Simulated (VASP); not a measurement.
Input of a VASP 6.6.1 run:

File POSCAR:

```
CdSe
1.0
    3.0667787416      3.0667787416      0.0000000000
   -3.0667787416      3.0667787416      0.0000000000
    0.0000000000      3.0667787416      3.0667787416
Cd Se
1 1
Direct
    0.0000000000      0.0000000000      0.0000000000
    0.7500000000      0.2500000000      0.5000000000
```

The input INCAR.step1:

```
SYSTEM = CdSe
PREC = Accurate ; ENCUT = 600
ISMEAR = 0 ; SIGMA = 0.01
LREAL = .False. ; LASPH = .True.
NELM = 100 ; GGA = PE
ALGO = Normal ; EDIFF = 1E-4
LWAVE = .True. ; LCHARG = .False.
```

The input INCAR.step2:

```
SYSTEM = CdSe
PREC = Accurate ; ENCUT = 600
EDIFF = 1E-6 ; ISMEAR = 0
SIGMA = 0.01 ; LREAL = .False.
LASPH = .True. ; NELM = 100
ALGO = Normal ; ISIF = 3
LWAVE = .False. ; LCHARG = .False.
METAGGA = R2SCAN ; LMIXTAU = .True.
IBRION = 2 ; NSW = 100
EDIFFG = -0.002 ; PSTRESS = 100.0
ISTART = 1
```

Contents of KPOINTS:

```
regular mesh
0
Gamma
  6 6 6
  0 0 0
```

Potentials or basis: VASP PAW PBE potentials, release 64 (Cd, Se).

The run is started by

```sh
$ cat potpaw_PBE.64/Cd/POTCAR potpaw_PBE.64/Se/POTCAR > POTCAR
$ cp INCAR.step1 INCAR
$ mpirun -np 1 vasp_std > vasp.out
$ cp INCAR.step2 INCAR
$ mpirun -np 1 vasp_std > vasp.out
```

Problem. Predict the band gap on the k mesh.

Solution. 1.33 eV.

Problem. Predict the relaxed volume.

Solution. 25.17 Å³/atom.

Step by step:
```tsv
step	energy change (eV)	largest force (eV/Å)	pressure (GPa)	volume (Å³)
1	0.0000	0.0000	0.20	57.69
2	0.8702	0.0000	26.15	44.17
3	0.1969	0.0000	9.69	50.51
4	0.2055	0.0000	9.97	50.37
5	0.2143	0.0000	10.23	50.23
6	0.1996	0.0000	9.78	50.46
7	0.2069	0.0000	10.01	50.34
```

Caveat: the cell is relaxed towards a set pressure, so the run minimises the enthalpy, not the energy; the PAW data sets were made with another functional, which shifts forces and pressure a little.
